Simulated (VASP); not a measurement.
# KTeO3 (Pm-3m) in VASP: single point with LDA

Aim: the single point of KTeO3 with LDA.

Everything below comes from runs of VASP 6.6.1. Logs are shortened: lines on timing, memory, paths and dates and some standing lists are left out, and cuts for length are marked.

## 1. The cell of the first run

It takes space group Pm-3m (No. 221, cubic). The conventional cell has a = 4.114 Å, b = 4.114 Å, c = 4.114 Å, α = 90.00°, β = 90.00°, γ = 90.00°. K (site symmetry m-3m) has 12 O at 2.91 Å and 8 Te at 3.56 Å within 3.8 Å. Within 2.7 Å of Te (site symmetry m-3m) lie 6 O at 2.06 Å. Within 2.7 Å of O (site symmetry 4/mmm) lie 2 Te at 2.06 Å.

## 2. Single point, LDA

Contents of INCAR:

```
SYSTEM = KTeO3
PREC = Accurate
ENCUT = 520
EDIFF = 1E-6
ISMEAR = -1
SIGMA = 0.15
LREAL = .False.
LASPH = .True.
NELM = 100
ALGO = Normal
ISIF = 2
LWAVE = .False.
LCHARG = .False.
GGA = CA
NBANDS = 24
```

Contents of KPOINTS:

```
Automatic mesh
0
Gamma
  5 5 5
  0 0 0
```

Contents of POSCAR:

```
KTeO3
1.0
    4.1143910000      0.0000000000      0.0000000000
    0.0000000000      4.1143910000      0.0000000000
    0.0000000000      0.0000000000      4.1143910000
K Te O
1 1 3
Direct
    0.0000000000      0.0000000000      0.0000000000
    0.5000000000      0.5000000000      0.5000000000
    0.5000000000      0.5000000000      0.0000000000
    0.5000000000      0.0000000000      0.5000000000
    0.0000000000      0.5000000000      0.5000000000
```

Potentials or basis: VASP PAW LDA potentials, release 64 (K_sv, Te, O).

Started as:

```bash
> cat potpaw_LDA.64/K_sv/POTCAR potpaw_LDA.64/Te/POTCAR potpaw_LDA.64/O/POTCAR > POTCAR
> mpirun -np 1 vasp_std > vasp.out
```

OUTCAR:

```text
SYSTEM = KTeO3
   PREC = Accurate
   ENCUT = 520
   EDIFF = 1E-6
   ISMEAR = -1
   LREAL = .False.
   LASPH = .True.
   NELM = 100
   ISIF = 2
   GGA = CA

 ion  position               nearest neighbor table
   1  0.000  0.000  0.000-   2 3.56   2 3.56   2 3.56   2 3.56   2 3.56   2 3.56   2 3.56   2 3.56

   2  0.500  0.500  0.500-   3 2.06   4 2.06   5 2.06   3 2.06   4 2.06   5 2.06   1 3.56   1 3.56
                             1 3.56   1 3.56   1 3.56   1 3.56   1 3.56   1 3.56
   3  0.500  0.500  0.000-   2 2.06   2 2.06
   4  0.500  0.000  0.500-   2 2.06   2 2.06
   5  0.000  0.500  0.500-   2 2.06   2 2.06

  LATTYP: Found a simple cubic cell.
 ALAT       =     4.1143910000

  Lattice vectors:

 A1 = (   4.1143910000,   0.0000000000,   0.0000000000)
 A2 = (   0.0000000000,   4.1143910000,   0.0000000000)
 A3 = (   0.0000000000,   0.0000000000,   4.1143910000)

Analysis of symmetry for initial positions (statically):
=====================================================================
 Subroutine PRICEL returns:
 Original cell was already a primitive cell.

 Routine SETGRP: Setting up the symmetry group for a
 simple cubic supercell.

 Subroutine GETGRP returns: Found 48 space group operations
 (whereof 48 operations were pure point group operations)
 out of a pool of 48 trial point group operations.

The static configuration has the point symmetry O_h .

Analysis of symmetry for dynamics (positions and initial velocities):
=====================================================================
 Subroutine PRICEL returns:
 Original cell was already a primitive cell.

 Routine SETGRP: Setting up the symmetry group for a
 simple cubic supercell.

 Subroutine GETGRP returns: Found 48 space group operations
 (whereof 48 operations were pure point group operations)
 out of a pool of 48 trial point group operations.

The dynamic configuration has the point symmetry O_h .

 Subroutine INISYM returns: Found 48 space group operations
 (whereof 48 operations are pure point group operations),
 and found     1 'primitive' translations

----------------------------------------------------------------------------------------

                                     Primitive cell

  volume of cell :      69.6493

  direct lattice vectors                    reciprocal lattice vectors
     4.114391000  0.000000000  0.000000000     0.243049336  0.000000000  0.000000000
     0.000000000  4.114391000  0.000000000     0.000000000  0.243049336  0.000000000
     0.000000000  0.000000000  4.114391000     0.000000000  0.000000000  0.243049336

  length of vectors
     4.114391000  4.114391000  4.114391000     0.243049336  0.243049336  0.243049336

  position of ions in fractional coordinates (direct lattice)
     0.000000000  0.000000000  0.000000000
     0.500000000  0.500000000  0.500000000
     0.500000000  0.500000000  0.000000000
     0.500000000  0.000000000  0.500000000
     0.000000000  0.500000000  0.500000000

  ion indices of the primitive-cell ions
   primitive index   ion index
                 1           1
                 2           2
                 3           3
                 4           4
                 5           5

----------------------------------------------------------------------------------------

 KPOINTS: Automatic mesh

Automatic generation of k-mesh.
 Grid dimensions read from file:
 generate k-points for:    5    5    5

 Generating k-lattice:

  Cartesian coordinates                     Fractional coordinates (reciprocal lattice)
     0.048609867  0.000000000  0.000000000     0.200000000  0.000000000  0.000000000
     0.000000000  0.048609867  0.000000000     0.000000000  0.200000000  0.000000000
     0.000000000  0.000000000  0.048609867     0.000000000  0.000000000  0.200000000

  Length of vectors
     0.048609867  0.048609867  0.048609867

  Shift w.r.t. Gamma in fractional coordinates (k-lattice)
     0.000000000  0.000000000  0.000000000

 Subroutine IBZKPT returns following result:
 ===========================================

 Found     10 irreducible k-points:

 Following reciprocal coordinates:
            Coordinates               Weight
  0.000000  0.000000  0.000000      1.000000
  0.200000  0.000000  0.000000      6.000000
  0.400000  0.000000  0.000000      6.000000
  0.200000  0.200000  0.000000     12.000000
  0.400000  0.200000  0.000000     24.000000
  0.400000  0.400000  0.000000     12.000000
  0.200000  0.200000  0.200000      8.000000
  0.400000  0.200000  0.200000     24.000000
  0.400000  0.400000  0.200000     24.000000
  0.400000  0.400000  0.400000      8.000000
   k-points           NKPTS =     10   k-points in BZ     NKDIM =     10   number of bands    NBANDS=     24
   number of dos      NEDOS =    301   number of ions     NIONS =      5
   total plane-waves  NPLWV =  32768
   dimension x,y,z NGX =    32 NGY =   32 NGZ =   32
   dimension x,y,z NGXF=    64 NGYF=   64 NGZF=   64
   ions per type =               1   1   3
   NGX,Y,Z   is equivalent  to a cutoff of  12.93, 12.93, 12.93 a.u.
   NGXF,Y,Z  is equivalent  to a cutoff of  25.86, 25.86, 25.86 a.u.
 SYSTEM =  KTeO3
   PREC   = accura    normal or accurate (medium, high low for compatibility)
   ISTART =      0    job   : 0-new  1-cont  2-samecut
   ICHARG =      2    charge: 1-file 2-atom 10-const
   ISPIN  =      1    spin polarized calculation?
   LNONCOLLINEAR =      F non collinear calculations
   LSORBIT =      F    spin-orbit coupling
   LASPH  =      T    aspherical Exc in radial PAW
   ENCUT  =  520.0 eV  38.22 Ry    6.18 a.u.   7.65  7.65  7.65*2*pi/ulx,y,z
   NELM   =    100;   NELMIN=  2; NELMDL= -5     # of ELM steps
   EDIFF  = 0.1E-05   stopping-criterion for ELM
   LREAL  =      F    real-space projection
   EDIFFG = 0.1E-04   stopping-criterion for IOM
   NSW    =      0    number of steps for IOM
   IBRION =     -1    ionic relax: 0-MD 1-quasi-New 2-CG
   NFREE  =      0    steps in history (QN), initial steepest desc. (CG)
   ISIF   =      2    stress and relaxation
   ISYM   =      2    0-nonsym 1-usesym 2-fastsym
   POTIM  = 0.5000    time-step for ionic-motion
   TEBEG  =    0.0;   TEEND  =   0.0 temperature during run
   PSTRESS=    0.0 pullay stress
   NELECT =      33.0000    total number of electrons
   NUPDOWN=      -1.0000    fix difference up-down
   EMIN   =  10.00;   EMAX   =-10.00  energy-range for DOS
   EFERMI =   0.00;   METHOD = LEGACY
   ISMEAR =    -1;   SIGMA  =   0.15  broadening in eV -4-tet -1-fermi 0-gaus
   EFERMI_NEDOS =   21; number of points for ismear=-14 and -15
   IALGO  =     38    algorithm
   IMIX   =      4    mixing-type and parameters
     AMIX     =   0.40;   BMIX     =  1.00
     AMIX_MAG =   1.60;   BMIX_MAG =  1.00
  volume/ion in A,a.u.               =      13.93        94.00
  Fermi-wavevector in a.u.,A,eV,Ry     =   1.276264  2.411790 22.161853  1.628850
  Thomas-Fermi vector in A             =   2.408930
   LORBIT       =      0    0 simple, 1 ext, 2 COOP (PROOUT), +10 PAW based schemes
   GGA     = CA    functional components
   LHFCALC =     F    Hartree Fock is set to
   AEXX    =    0.0000 exact exchange contribution
   IVDW    =     0    specifies the selected vdW correction
   LEPSILON=     F    determine dielectric tensor
   LRPA    =     F    only Hartree local field effects (RPA)
 non-spin polarized calculation
  energy-cutoff  :      520.00
  volume of cell :       69.65
 maximum number of plane-waves:      1887
 NGX is ok and might be reduce to    32
   NGX = 15   NGY = 15   NGZ = 15

 number of electron      33.0000024 magnetization

 Free energy of the ion-electron system (eV)
  ---------------------------------------------------
  ext. energy  EPLUGINS =         0.00000000
  ---------------------------------------------------
  free energy    TOTEN  =       -28.80727269 eV

  energy without entropy =      -28.73065926  energy(sigma->0) =      -28.76896597

 E-fermi :   4.0343     XC(G=0): -10.8490

 val. band max:        3.8781026801   @ k =   0.4000   0.2000   0.0000
 cond. band min:       4.0350118828   @ k =   0.4000   0.2000   0.2000
 fundamental gap:      0.1569092027
 Fermi energy:         4.0343001465

 k-point     1 :       0.0000    0.0000    0.0000
  band No.  band energies     occupation
      1     -23.7778      2.00000
      2     -15.8035      2.00000
      3     -12.7587      2.00000
      4     -12.7587      2.00000
      5      -7.5989      2.00000
      6      -7.5989      2.00000
[... 16 lines left out ...]
     23      11.9533      0.00000
     24      12.8751      0.00000

 k-point     2 :       0.2000    0.0000    0.0000
  band No.  band energies     occupation
      1     -23.7712      2.00000
      2     -15.6543      2.00000
      3     -13.0663      2.00000
      4     -12.7519      2.00000
      5      -7.5697      2.00000
      6      -7.5697      2.00000
[... 16 lines left out ...]
     23      11.9211      0.00000
     24      12.2202      0.00000

 k-point     3 :       0.4000    0.0000    0.0000
  band No.  band energies     occupation
      1     -23.7606      2.00000
      2     -15.3189      2.00000
      3     -13.6436      2.00000
      4     -12.7414      2.00000
      5      -7.5216      2.00000
      6      -7.5216      2.00000
[... 16 lines left out ...]
     23      12.6140      0.00000
     24      12.9498      0.00000
[... 136 lines left out ...]
 k-point     9 :       0.4000    0.4000    0.2000
  band No.  band energies     occupation
      1     -23.7433      2.00000
      2     -14.4897      2.00000
      3     -13.6902      2.00000
      4     -13.5182      2.00000
      5      -8.4515      2.00000
      6      -7.6138      2.00000
[... 16 lines left out ...]
     23      13.4638      0.00000
     24      13.8685      0.00000

 k-point    10 :       0.4000    0.4000    0.4000
  band No.  band energies     occupation
      1     -23.7368      2.00000
      2     -14.0884      2.00000
      3     -13.6549      2.00000
      4     -13.6549      2.00000
      5      -9.5902      2.00000
      6      -7.6949      2.00000
[... 16 lines left out ...]
     23      13.5353      0.00000
     24      13.5353      0.00000

------------------------ aborting loop because EDIFF is reached ----------------------------------------

  FORCE on cell =-STRESS in cart. coord.  units (eV):
  Direction    XX          YY          ZZ          XY          YZ          ZX
  --------------------------------------------------------------------------------------
  -------------------------------------------------------------------------------------
  Total       -3.1402026     -3.1402026     -3.1402026     -0.0000000     -0.0000000      0.0000000
  in kB      -72.2356464    -72.2356464    -72.2356464     -0.0000000     -0.0000000      0.0000000
  external PRESSURE =     -72.2356464 kB  Pullay stress =       0.0000000 kB

 VOLUME and BASIS-vectors are now :
 -----------------------------------------------------------------------------
  energy-cutoff  :      520.00
  volume of cell :       69.65
      direct lattice vectors                 reciprocal lattice vectors
     4.114391000  0.000000000  0.000000000     0.243049336  0.000000000  0.000000000
     0.000000000  4.114391000  0.000000000     0.000000000  0.243049336  0.000000000
     0.000000000  0.000000000  4.114391000     0.000000000  0.000000000  0.243049336

 POSITION                                       TOTAL-FORCE (eV/Angst)
 -----------------------------------------------------------------------------------
      0.00000      0.00000      0.00000         0.000000      0.000000      0.000000
      2.05720      2.05720      2.05720         0.000000      0.000000      0.000000
      2.05720      2.05720      0.00000         0.000000      0.000000      0.000000
      2.05720      0.00000      2.05720         0.000000      0.000000      0.000000
      0.00000      2.05720      2.05720         0.000000      0.000000      0.000000
 -----------------------------------------------------------------------------------
    total drift:                                0.000000     -0.000000     -0.000000

  FREE ENERGIE OF THE ION-ELECTRON SYSTEM (eV)
  ---------------------------------------------------
  free  energy   TOTEN  =       -28.8072726876 eV

  energy  without entropy=      -28.7306592560  energy(sigma->0) =      -28.76896597
```

It took 9.7 s on 1 thread of Intel Xeon 6975P-C, shared host; peak memory 0.16 GiB.

Results:

- Free energy: -28.8073 eV
- Pressure: -7.2 GPa

Caveat: spin-orbit coupling is left out, which moves the levels of the heavy elements; an odd number of electrons without spin polarisation forces a metal; a magnetic or distorted state may lie lower.
